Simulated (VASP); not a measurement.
# Si36W17 (a cell with a defect) in VASP: notebook, part 2 of 2

VASP 6.6.1. The steps go on from the part before.

## (3) Single point, PBE

Input file INCAR:

```
PREC     = Accurate       # precision mode
ENCUT    = 520            # plane-wave cutoff, eV
EDIFF    = 1E-7           # SCF threshold, eV
ISMEAR   = 1              # smearing method
SIGMA    = 0.1            # smearing width, eV
LREAL    = Auto         
LASPH    = T              # aspherical terms in the spheres
NELM     = 80             # most SCF steps
ALGO     = Normal         # electronic algorithm
ISIF     = 2              # what is computed and relaxed
LWAVE    = F              # write WAVECAR
LCHARG   = F              # write CHGCAR
GGA      = PE             # functional
NBANDS   = 223            # bands
LUSENCCL = F
```

Input file KPOINTS:

```
regular mesh
0
Gamma
  2 2 2
```

Input file POSCAR:

```
Si36W17
1.0
    9.6876021900      0.0000000000      0.0000000000
    0.0000000000      9.6876021900      0.0000000000
   -3.2292007300     -3.2292007300      7.8679106400
Si W
36 17
Direct
    0.1131258554      0.1110537764      0.3335372212
    0.2210135162      0.2240072928      0.1667021160
    0.1117193455      0.1117251741      0.8345676990
    0.2240429367      0.2215991835      0.6659779017
    0.1094075652      0.4500546647      0.3396936277
    0.2225912115      0.5545965271      0.1660293394
    0.1119851899      0.4440264903      0.8339541240
    0.2165544754      0.5571609477      0.6602673723
    0.1099875157      0.7762420448      0.3391858366
    0.2205533505      0.8867856603      0.1652412856
    0.1119944132      0.7782636936      0.8338389194
    0.2159239793      0.8821850387      0.6607683533
    0.4454567317      0.1117097890      0.3356552273
    0.5574793095      0.2237628503      0.1661767898
    0.4428660905      0.1090983866      0.8337793290
    0.5549125483      0.2211748235      0.6643052125
    0.4450215461      0.4425953028      0.3340221769
    0.5548690123      0.5548892960      0.1653997707
    0.4426220066      0.4455899647      0.8332859702
    0.5555348674      0.5534909020      0.6664492139
    0.4448115644      0.7793722311      0.3335259896
    0.5577491822      0.8872792513      0.1666859678
    0.4454384472      0.7779774321      0.8345627189
    0.5553268300      0.8902617767      0.6659611358
    0.7763185725      0.1112821775      0.3340026356
    0.8886180664      0.2211334095      0.1654028883
    0.7793277352      0.1088841066      0.8332668549
    0.8872436465      0.2218037886      0.6664319771
    0.7844227696      0.4506862728      0.3391757022
    0.8883411488      0.5546086462      0.1661013627
    0.7798279110      0.4460815064      0.8347199644
    0.8903708803      0.5566418656      0.6607813169
    0.7837987644      0.7757062267      0.3397026238
    0.8883604236      0.8888567208      0.1660390709
    0.7777554599      0.7782584287      0.8339505833
    0.8909191413      0.8828251106      0.6602800109
    0.0003051154     -0.0012695949     -0.0017860000
    0.0000821279      0.0004733544      0.4999145342
    0.0000409968      0.3341498249      0.0017631895
    0.0002766563      0.3323972519      0.5000598889
    0.0001794505      0.6664429526     -0.0000073192
   -0.3338628481      0.6665408629      0.5000512038
    0.3331768159     -0.0005624257      0.0001264304
    0.3329695157     -0.0007862953      0.4986668726
    0.3335624451      0.3330512298     -0.0000048329
    0.3337287298      0.3328824330      0.4999985564
    0.3324492345      0.6665692983     -0.0018000921
    0.3342001214      0.6663284821      0.4999204122
    0.6667834706     -0.0001844332     -0.0000217371
    0.6666263127     -0.0000076898      0.4999779987
    0.6671826621      0.3334379682     -0.0001603458
    0.6673997957      0.3336661919      0.5012949335
    0.6678941550      0.6663052058      0.0017709012
```

Potentials or basis: VASP PAW PBE potentials, release 64 (Si, W_sv).

The run is started by

```console
> cat potpaw_PBE.64/Si/POTCAR potpaw_PBE.64/W_sv/POTCAR > POTCAR
> mpirun -np 1 vasp_std > vasp.out
```

It took 2.2 min on 1 × NVIDIA H100 80GB with 1 thread of AMD EPYC 7R13 (Zen 3), shared host; peak memory 2.1 GiB.

Results (log left out):

```
Free energy            : -430.7661 eV
Pressure               : -0.8 GPa
Largest force          : 0.012 eV/Å
Band gap on the k mesh : zero (bands 191 and 192 overlap by 0.80 eV)
```

Forces in eV/Å, atoms in the order of the input:
```
Si  -0.002  0.001 -0.002
Si   0.001  0.001  0.003
Si  -0.003  0.002  0.000
Si  -0.001  0.001  0.002
Si  -0.001  0.002 -0.006
Si   0.000  0.002 -0.002
Si   0.000  0.000  0.001
Si  -0.002  0.002  0.007
Si  -0.002 -0.003  0.001
Si  -0.001  0.003 -0.006
Si  -0.004 -0.003 -0.002
Si  -0.007 -0.006 -0.007
Si  -0.001 -0.001 -0.001
Si   0.002  0.002  0.003
Si  -0.003  0.000 -0.003
Si   0.000 -0.001  0.000
Si  -0.001 -0.001 -0.003
Si  -0.001  0.003  0.000
Si  -0.002 -0.001 -0.003
Si   0.001  0.002  0.002
Si  -0.001 -0.002 -0.001
Si  -0.001  0.001  0.004
Si   0.003 -0.003  0.001
Si   0.002  0.002  0.001
Si   0.000 -0.002 -0.001
Si   0.004 -0.001  0.000
Si  -0.001 -0.002 -0.003
Si   0.002  0.001  0.002
Si   0.006  0.006  0.008
Si   0.003  0.003  0.003
Si  -0.002 -0.001  0.006
Si   0.003  0.001 -0.002
Si   0.000 -0.002 -0.005
Si   0.001  0.000 -0.004
Si   0.000  0.000  0.003
Si   0.001 -0.001  0.005
W    0.002 -0.001  0.001
W   -0.002 -0.002  0.003
W   -0.001 -0.001 -0.001
W    0.002  0.001 -0.003
W    0.000  0.000 -0.001
W    0.002  0.001 -0.001
W    0.001  0.001  0.001
W    0.001  0.001 -0.001
W    0.000  0.000 -0.001
W    0.005 -0.004 -0.001
W    0.002  0.000  0.002
W    0.000 -0.002  0.001
W    0.001  0.000  0.000
W   -0.004  0.003  0.001
W   -0.002 -0.002 -0.001
W   -0.002 -0.003  0.002
W    0.000 -0.001 -0.002
```

Stress tensor (GPa, compression positive):
```
-0.89 -0.03  0.14
-0.03 -0.89  0.14
 0.14  0.14 -0.54
```

Levels at points of the mesh, in eV from the Fermi level:
| k point | band 189 | band 190 | band 191 | band 192 | band 193 | band 194 |
| --- | --- | --- | --- | --- | --- | --- |
| (0.00, 0.00, 0.00) | -0.34 | -0.34 | -0.30 | -0.03 | 0.70 | 0.79 |
| (0.50, 0.00, 0.00) | -0.31 | -0.26 | -0.23 | 0.28 | 0.37 | 0.64 |
| (0.00, 0.50, 0.00) | -0.31 | -0.26 | -0.23 | 0.28 | 0.37 | 0.64 |
| (0.50, 0.50, 0.00) | -0.88 | -0.48 | -0.28 | 0.03 | 0.18 | 0.33 |
| (0.00, 0.00, 0.50) | -0.13 | -0.10 | 0.77 | 0.80 | 0.81 | 0.99 |
| (0.50, 0.00, 0.50) | -0.49 | -0.43 | -0.31 | 0.27 | 0.72 | 0.83 |
| (0.00, 0.50, 0.50) | -0.49 | -0.43 | -0.31 | 0.27 | 0.72 | 0.83 |
| (0.50, 0.50, 0.50) | -1.10 | -0.75 | -0.44 | 0.13 | 0.14 | 0.28 |

Caveat: the k points lie up to 0.40 Å⁻¹ apart, too coarse for converged energies and pressures of a metal; spin-orbit coupling is left out, which moves the levels of the heavy elements.

## (4) Single point, PBE

Input file INCAR:

```
  ALGO = Normal
  EDIFF = 1E-7
  ENCUT = 520
  GGA = PE
  ISIF = 2
  ISMEAR = 1
  LASPH = True
  LCHARG = False
  LREAL = Auto
  LUSENCCL = False
  LWAVE = False
  NBANDS = 223
  NELM = 80
  PREC = Accurate
  SIGMA = 0.1
```

Input file KPOINTS:

```
k-points
0
Gamma
  2 2 2
```

Input file POSCAR:

```
Si36W17
1.0
    9.6876021900      0.0000000000      0.0000000000
    0.0000000000      9.6876021900      0.0000000000
   -3.2292007300     -3.2292007300      7.8679106400
Si W
36 17
Direct
    0.1120303070      0.1116162727      0.3357146669
    0.2242324398      0.2238030250      0.1663342480
    0.1093399025      0.1088609398      0.8338910163
    0.2215155751      0.2210910119      0.6645089452
    0.1116472154      0.4424704611      0.3341392805
    0.2215224170      0.5547818693      0.1655440764
    0.1092385067      0.4454968435      0.8334316822
    0.2221407482      0.5534051763      0.6665693397
    0.1114293895      0.7792716349      0.3336564331
    0.2243633304      0.8872151769      0.1668244671
    0.1120408698      0.7779245295      0.8346942791
    0.2219024727      0.8902162487      0.6661022525
    0.4429128884      0.1111899360      0.3341448728
    0.5552267056      0.2210329664      0.1655342898
    0.4459157993      0.1087582720      0.8334399436
    0.5538681371      0.2216721059      0.6665544692
    0.4512798818      0.4507827516      0.3394657263
    0.5549978882      0.5545666154      0.1662426100
    0.4463851619      0.4459369602      0.8347588452
    0.5568068995      0.5563317561      0.6608687157
    0.4503706185      0.7756931222      0.3399120964
    0.5549772972      0.8887054929      0.1661538952
    0.4444077219      0.7781781366      0.8340999663
    0.5574799011      0.8827127026      0.6603539666
    0.7797286253      0.1110074213      0.3336654571
    0.8876263163      0.2239854200      0.1668287885
    0.7783560026      0.1116203260      0.8347447373
    0.8906604018      0.2214555901      0.6661288161
    0.7760713070      0.4500076497      0.3399011659
    0.8891790395      0.5545263632      0.1661481758
    0.7786342107      0.4439220769      0.8341251319
    0.8832323520      0.5569597679      0.6603558731
    0.7767761513      0.7763173174      0.3394190812
    0.8871822423      0.8867437437      0.1654609539
    0.7785864527      0.7781227672      0.8340146832
    0.8822022552      0.8817830596      0.6607853391
   -0.0002602591     -0.0006985513      0.0002451731
   -0.0004214452     -0.0008499310      0.4988123505
    0.0001556306      0.3329574877      0.0001302760
    0.0003614710      0.3327768548      0.5001261682
   -0.0009216491      0.6664570142     -0.0016501204
    0.0008457172      0.6662369950      0.5000918516
    0.3334017454     -0.0002955862      0.0001277340
    0.3331891999     -0.0000629235      0.5001217197
    0.3338120955      0.3333628616     -0.0000245300
    0.3340018629      0.3335634676      0.5014132952
    0.3344880076      0.6662111665      0.0018839817
    0.3327547100      0.6664637060      0.5001709069
    0.6669034358     -0.0013763792     -0.0016604154
    0.6666820604      0.0003777600      0.5001115519
    0.6666441272      0.3340536743      0.0018785165
    0.6668986260      0.3322573044      0.5001505711
    0.6667975425      0.6663438699      0.0001527725
```

The run is started by

```console
> cat potpaw_PBE.64/Si/POTCAR potpaw_PBE.64/W_sv/POTCAR > POTCAR
> mpirun -np 1 vasp_std > vasp.out
```

Wall time 2.4 min (1 × NVIDIA H100 80GB with 1 thread of AMD EPYC 7R13 (Zen 3), shared host); peak memory 2.1 GiB.

The run converged. Its results:

| Quantity | Value |
| --- | --- |
| Free energy | -430.7660 eV |
| Pressure | -0.8 GPa |
| Largest force | 0.018 eV/Å |
| Band gap on the k mesh | zero (bands 191 and 192 overlap by 0.80 eV) |

Forces in eV/Å, atoms in the order of the input:
```
Si  -0.002 -0.004  0.004
Si  -0.006 -0.006  0.000
Si   0.003  0.007  0.001
Si   0.002  0.001 -0.002
Si  -0.002  0.003 -0.002
Si  -0.001  0.004 -0.001
Si  -0.001 -0.002 -0.004
Si   0.001  0.002  0.004
Si  -0.001 -0.002 -0.001
Si  -0.002 -0.001  0.003
Si   0.003 -0.006  0.001
Si   0.004 -0.001  0.002
Si   0.001 -0.002 -0.003
Si   0.003  0.000  0.000
Si   0.002  0.003 -0.006
Si  -0.002  0.001  0.006
Si   0.002  0.006 -0.002
Si   0.000  0.001  0.003
Si  -0.002 -0.001  0.016
Si   0.011  0.010  0.008
Si   0.003 -0.003 -0.016
Si  -0.002  0.003  0.002
Si  -0.002 -0.001 -0.001
Si   0.001 -0.001  0.014
Si  -0.002 -0.003 -0.003
Si   0.001 -0.004  0.003
Si  -0.004  0.002 -0.003
Si   0.000  0.004  0.001
Si  -0.004  0.001 -0.014
Si   0.001  0.000  0.002
Si  -0.001  0.001 -0.004
Si  -0.007  0.004  0.016
Si  -0.008 -0.008 -0.009
Si   0.001  0.002 -0.014
Si  -0.003 -0.003 -0.004
Si   0.001  0.001  0.000
W    0.007  0.006  0.006
W   -0.001 -0.004  0.000
W    0.006 -0.001  0.000
W    0.003 -0.004  0.000
W   -0.001  0.003  0.000
W   -0.001  0.000 -0.006
W   -0.001  0.004 -0.001
W    0.000  0.000  0.000
W   -0.004 -0.004 -0.001
W   -0.002 -0.004  0.002
W    0.002 -0.002  0.001
W   -0.001 -0.003  0.003
W    0.002 -0.002  0.003
W    0.002  0.001 -0.008
W   -0.002  0.000  0.002
W    0.000  0.002  0.006
W    0.001  0.000 -0.005
```

Stress tensor (GPa, compression positive):
```
-0.89 -0.03  0.14
-0.03 -0.89  0.14
 0.14  0.14 -0.54
```

Levels at points of the mesh, in eV from the Fermi level:
```
           k point  band 188  band 189  band 190  band 191  band 192  band 193  band 194  band 195
(0.00, 0.00, 0.00)     -0.43     -0.34     -0.34     -0.30     -0.03      0.70      0.79      0.83
(0.50, 0.00, 0.00)     -0.56     -0.31     -0.26     -0.23      0.29      0.37      0.64      0.86
(0.00, 0.50, 0.00)     -0.56     -0.31     -0.26     -0.23      0.29      0.37      0.64      0.86
(0.50, 0.50, 0.00)     -1.14     -0.88     -0.48     -0.28      0.03      0.18      0.33      0.61
(0.00, 0.00, 0.50)     -0.22     -0.13     -0.10      0.77      0.80      0.81      0.99      1.01
(0.50, 0.00, 0.50)     -0.53     -0.49     -0.43     -0.31      0.27      0.72      0.83      0.85
(0.00, 0.50, 0.50)     -0.53     -0.49     -0.43     -0.31      0.27      0.72      0.83      0.85
(0.50, 0.50, 0.50)     -1.28     -1.10     -0.75     -0.44      0.13      0.14      0.28      0.38
```

Caveat: the k points lie up to 0.40 Å⁻¹ apart, too coarse for converged energies and pressures of a metal; spin-orbit coupling is left out, which moves the levels of the heavy elements.

## (5) Single point, PBE

Input file INCAR:

```
SYSTEM = Si36W17
ALGO = Normal
EDIFF = 1E-6
ENCUT = 520
GGA = PE
ISIF = 2
ISMEAR = 1
LASPH = .TRUE.
LCHARG = .FALSE.
LREAL = Auto
LUSENCCL = .FALSE.
LWAVE = .FALSE.
NBANDS = 223
NELM = 100
PREC = Accurate
SIGMA = 0.1
```

Input file KPOINTS:

```
k-points
0
G
  2 2 2
  0 0 0
```

Input file POSCAR:

```
Si36W17
1.0
    9.6876021900      0.0000000000      0.0000000000
    0.0000000000      9.6876021900      0.0000000000
   -3.2292007300     -3.2292007300      7.8679106400
Si W
36 17
Direct
    0.1132042021      0.1109781611      0.3337037137
    0.2210919150      0.2239316269      0.1668686974
    0.1117977626      0.1116495319      0.8347341881
    0.2241213150      0.2215235617      0.6661444492
    0.1094859703      0.4499789979      0.3398601131
    0.2226696223      0.5545208830      0.1661958377
    0.1120635528      0.4439508390      0.8341206834
    0.2166328291      0.5570852894      0.6604339116
    0.1100659224      0.7761663540      0.3393523544
    0.2206317965      0.8867100348      0.1654078267
    0.1120728165      0.7781880093      0.8340054050
    0.2160024256      0.8821093604      0.6609349341
    0.4455351234      0.1116341295      0.3358218110
    0.5575576608      0.2236872214      0.1663432720
    0.4429444664      0.1090227243      0.8339459229
    0.5549909472      0.2210991403      0.6644717053
    0.4450999721      0.4425196638      0.3341887218
    0.5549474237      0.5548136444      0.1655663186
    0.4427004147      0.4455143205      0.8334525263
    0.5556132362      0.5534152723      0.6666157307
    0.4448899814      0.7792965700      0.3336925291
    0.5578275500      0.8872035852      0.1668525559
    0.4455168739      0.7779018064      0.8347292312
    0.5554052344      0.8901861159      0.6661276722
    0.7763969981      0.1112064923      0.3341691486
    0.8886964554      0.2210577690      0.1655693690
    0.7794061724      0.1088084463      0.8334334616
    0.8873221080      0.2217282001      0.6665985723
    0.7845011477      0.4506105795      0.3393421865
    0.8884195762      0.5545330338      0.1662679026
    0.7799062960      0.4460058182      0.8348864521
    0.8904492841      0.5565662513      0.6609478981
    0.7838771160      0.7756305965      0.3398691371
    0.8884388680      0.8887810579      0.1662056243
    0.7778338210      0.7781828238      0.8341171246
    0.8909974968      0.8827494290      0.6604464943
    0.0003835152     -0.0013452924     -0.0016194897
    0.0001605233      0.0003977337      0.5000810482
    0.0001193803      0.3340741543      0.0019297372
    0.0003550532      0.3323216159      0.5002264489
    0.0002578827      0.6663672948      0.0001592545
   -0.3337843804      0.6664651973      0.5002178062
    0.3332552236     -0.0006381317      0.0002929621
    0.3330479797     -0.0008618916      0.4988334489
    0.3336408741      0.3329755908      0.0001616694
    0.3338070984      0.3328067477      0.5001650603
    0.3325276701      0.6664935924     -0.0016335976
    0.3342784832      0.6662527877      0.5000868947
    0.6668618663     -0.0002600772      0.0001447652
    0.6667047400     -0.0000832715      0.5001445975
    0.6672611018      0.3333623788      0.0000062278
    0.6674781441      0.3335905694      0.5014614655
    0.6679725713      0.6662296220      0.0019374902
```

The run is started by

```console
> cat potpaw_PBE.64/Si/POTCAR potpaw_PBE.64/W_sv/POTCAR > POTCAR
> mpirun -np 1 vasp_std > vasp.out
```

Run time: 6.4 min. Hardware: 1 × NVIDIA H100 80GB with 1 thread of AMD EPYC 7R13 (Zen 3), shared host; peak memory 2.1 GiB.

The run converged. Its results:

```
Free energy            : -430.7661 eV
Pressure               : -0.8 GPa
Largest force          : 0.012 eV/Å
Band gap on the k mesh : zero (bands 191 and 192 overlap by 0.80 eV)
```

Forces on the atoms (eV/Å):
```
Si  -0.002  0.001 -0.003
Si   0.001  0.002  0.003
Si  -0.002  0.002  0.000
Si  -0.001  0.002  0.002
Si  -0.001  0.001 -0.006
Si  -0.001  0.002 -0.002
Si   0.000 -0.001  0.001
Si  -0.002  0.001  0.006
Si  -0.002 -0.003  0.003
Si  -0.001  0.003 -0.006
Si  -0.003 -0.003 -0.002
Si  -0.006 -0.006 -0.007
Si  -0.001 -0.001  0.001
Si   0.002  0.002  0.003
Si  -0.003  0.000 -0.002
Si   0.000  0.000  0.002
Si  -0.002  0.000 -0.003
Si   0.000  0.003  0.000
Si  -0.002 -0.001 -0.004
Si   0.001  0.002  0.002
Si  -0.001 -0.002 -0.001
Si   0.000  0.001  0.004
Si   0.002 -0.002  0.000
Si   0.002  0.002  0.001
Si   0.000 -0.001 -0.002
Si   0.004 -0.001  0.000
Si  -0.002 -0.001 -0.003
Si   0.001  0.000  0.003
Si   0.006  0.006  0.009
Si   0.003  0.004  0.004
Si  -0.002  0.000  0.006
Si   0.003  0.002 -0.002
Si   0.000 -0.002 -0.006
Si   0.001  0.001 -0.003
Si   0.000  0.000  0.002
Si   0.001 -0.001  0.005
W    0.002 -0.001  0.001
W   -0.002 -0.002  0.003
W   -0.001 -0.002 -0.001
W    0.002  0.001 -0.002
W    0.000  0.000  0.000
W    0.002  0.001 -0.001
W    0.001  0.000  0.001
W    0.001  0.000  0.000
W    0.000  0.000 -0.001
W    0.005 -0.004 -0.001
W    0.002  0.000  0.002
W    0.001 -0.001  0.000
W    0.001 -0.001  0.001
W   -0.004  0.003  0.000
W   -0.001 -0.002 -0.001
W   -0.002 -0.003  0.002
W   -0.001  0.000 -0.003
```

Stress tensor (GPa, compression positive):
```
-0.89 -0.03  0.14
-0.03 -0.89  0.14
 0.14  0.14 -0.54
```

Levels at points of the mesh, in eV from the Fermi level:
```csv
k point,band 188,band 189,band 190,band 191,band 192,band 193,band 194,band 195
"(0.00, 0.00, 0.00)",-0.43,-0.34,-0.34,-0.30,-0.03,0.70,0.79,0.83
"(0.50, 0.00, 0.00)",-0.56,-0.31,-0.26,-0.23,0.28,0.37,0.64,0.86
"(0.00, 0.50, 0.00)",-0.56,-0.31,-0.26,-0.23,0.28,0.37,0.64,0.86
"(0.50, 0.50, 0.00)",-1.14,-0.88,-0.48,-0.28,0.03,0.18,0.33,0.61
"(0.00, 0.00, 0.50)",-0.22,-0.13,-0.10,0.77,0.80,0.81,0.99,1.01
"(0.50, 0.00, 0.50)",-0.53,-0.49,-0.43,-0.31,0.27,0.72,0.83,0.85
"(0.00, 0.50, 0.50)",-0.53,-0.49,-0.43,-0.31,0.27,0.72,0.83,0.85
"(0.50, 0.50, 0.50)",-1.28,-1.10,-0.75,-0.44,0.13,0.14,0.28,0.38
```

Caveat: the k points lie up to 0.40 Å⁻¹ apart, too coarse for converged energies and pressures of a metal; spin-orbit coupling is left out, which moves the levels of the heavy elements.
